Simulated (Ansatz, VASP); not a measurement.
**HfO2 in VASP and in Ansatz**

File INCAR:

```
SYSTEM = HfO2
PREC     = Accurate       ! precision mode
ENCUT    = 520            ! plane-wave cutoff, eV
EDIFF    = 1E-6           ! SCF threshold, eV
ISMEAR   = 0              ! smearing method
SIGMA    = 0.02           ! smearing width, eV
LREAL    = .FALSE.        ! projectors in reciprocal space
LASPH    = .TRUE.         ! aspherical terms in the spheres
NELM     = 60             ! most SCF steps
ALGO     = Normal         ! electronic algorithm
ISIF     = 2              ! what is computed and relaxed
LWAVE    = .FALSE.        ! write WAVECAR
LCHARG   = .FALSE.        ! write CHGCAR
GGA      = PE             ! functional
NBANDS   = 31             ! bands
```

The input KPOINTS:

```
regular mesh
0
G
  6 6 4
  0 0 0
```

Contents of POSCAR:

```
HfO2
1.0
    3.5580190000      0.0000000000      0.0000000000
    0.0000000000      3.5580190000      0.0000000000
    0.0000000000      0.0000000000      5.2494389150
Hf O
2 4
Direct
    0.5000000000      0.5000000000      0.5000000000
    0.0000000000      0.0000000000      0.0000000000
    0.0000000000      0.5000000000      0.6972080000
    0.5000000000      0.0000000000      0.8027920000
    0.5000000000      0.0000000000      0.3027920000
    0.0000000000      0.5000000000      0.1972080000
```

Input for Ansatz:

```yaml
crystal:
  lattice:
    - [3.558019, 0.0, 0.0]
    - [0.0, 3.558019, 0.0]
    - [0.0, 0.0, 5.249438914999999]
  atoms:
    - { symbol: Hf, position: [0.5, 0.5, 0.5] }
    - { symbol: Hf, position: [0.0, 0.0, 0.0] }
    - { symbol: O, position: [0.0, 0.5, 0.697208] }
    - { symbol: O, position: [0.5, 0.0, 0.802792] }
    - { symbol: O, position: [0.5, 0.0, 0.302792] }
    - { symbol: O, position: [0.0, 0.5, 0.197208] }
basis:
  ecutwfc: 510.0
kpoints:
  mp_grid:
    grid: [6, 6, 4]
hamiltonian:
  xc: pbe
scf:
  occupations:
    method: gaussian
    width: 0.02
output:
  stress: true
```

Alike in both runs: task single point; functional PBE; k mesh 6 × 6 × 4; occupations gaussian, width 0.02 eV; no spin polarisation.

```csv
,VASP,Ansatz
version,VASP 6.6.1,Ansatz 0.2.0
potentials or method,"VASP PAW PBE potentials, release 64 (Hf_pv, O), cutoff 520 eV","plane waves, PAW"
valence electrons in the cell,44,76
```

|  | VASP | Ansatz | Ansatz less VASP |
| --- | --- | --- | --- |
| pressure (GPa) | 2.9 | 6.3 | +3.36 |
| traceless stress, the component that is largest in VASP (GPa) | -3.65 | -3.67 | -0.025 |

VASP's potentials hold 44 valence electrons a cell and Ansatz's 76, so a difference there can come from the potentials and not from the codes.

Spin-orbit coupling is off throughout.
